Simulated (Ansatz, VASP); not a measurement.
**AlN: VASP beside Ansatz**

File INCAR:

```
SYSTEM = AlN
ALGO = Normal
EDIFF = 1E-6
ENCUT = 520
GGA = PE
ISIF = 2
ISMEAR = 0
LASPH = .TRUE.
LCHARG = .FALSE.
LREAL = .FALSE.
LWAVE = .FALSE.
NBANDS = 16
NELM = 60
PREC = Accurate
SIGMA = 0.02
```

Contents of KPOINTS:

```
k-points
0
G
  9 9 6
  0 0 0
```

The input POSCAR:

```
AlN
1.0
    3.0502442796      0.0000000000      0.0000000000
   -1.5251221398      2.6415890339      0.0000000000
    0.0000000000      0.0000000000      4.5820996600
Al N
2 2
Direct
    0.3333333333      0.6666666667     -0.0120530333
    0.6666666667      0.3333333333      0.4879469667
    0.3333333333      0.6666666667      0.3970530333
    0.6666666667      0.3333333333      0.8970530333
```

Input for Ansatz:

```yaml
crystal:
  lattice:
    - [3.0502442796, 0.0, 0.0]
    - [-1.5251221398, 2.6415890339, 0.0]
    - [0.0, 0.0, 4.58209966]
  atoms:
    - { symbol: Al, position: [0.3333333333, 0.6666666667, -0.0120530333] }
    - { symbol: Al, position: [0.6666666667, 0.3333333333, 0.4879469667] }
    - { symbol: "N", position: [0.3333333333, 0.6666666667, 0.3970530333] }
    - { symbol: "N", position: [0.6666666667, 0.3333333333, 0.8970530333] }
basis:
  ecutwfc: 420
kpoints:
  mp_grid: { grid: [9, 9, 6] }
hamiltonian:
  xc: pbe
scf:
  occupations: { method: gaussian, width: 0.02 }
output:
  forces: true
  stress: true
  eigenvalues: true
```

Alike in both runs: task single point; functional PBE; k mesh 9 × 9 × 6; occupations gaussian, width 0.02 eV; no spin polarisation.

|  | VASP | Ansatz |
| --- | --- | --- |
| version | VASP 6.6.1 | Ansatz 0.2.0 |
| potentials or method | VASP PAW PBE potentials, release 64 (Al, N), cutoff 520 eV | scalar-relativistic, plane waves, PAW |
| valence electrons in the cell | 16 | 16 |

VASP gave:

| Property | Result |
| --- | --- |
| gap on the k mesh at the Fermi level (eV) | 4.69 |
| least direct gap on the mesh (eV) | 4.69 |
| pressure (GPa) | 33.4 |
| traceless stress, the component that is largest in VASP (GPa) | -1.59 |
| rms of the force components (eV/Å) | 0.286 |

Task: Which values does Ansatz return?

Result: gap on the k mesh at the Fermi level (eV): 4.67; least direct gap on the mesh (eV): 4.67; pressure (GPa): 33.6; traceless stress, the component that is largest in VASP (GPa): -1.68; rms of the force components (eV/Å): 0.284.

Atom by atom the forces differ by 0.002 eV/Å (rms over components). Both programs put the cell under a high pressure, so it lies far from rest at this level.
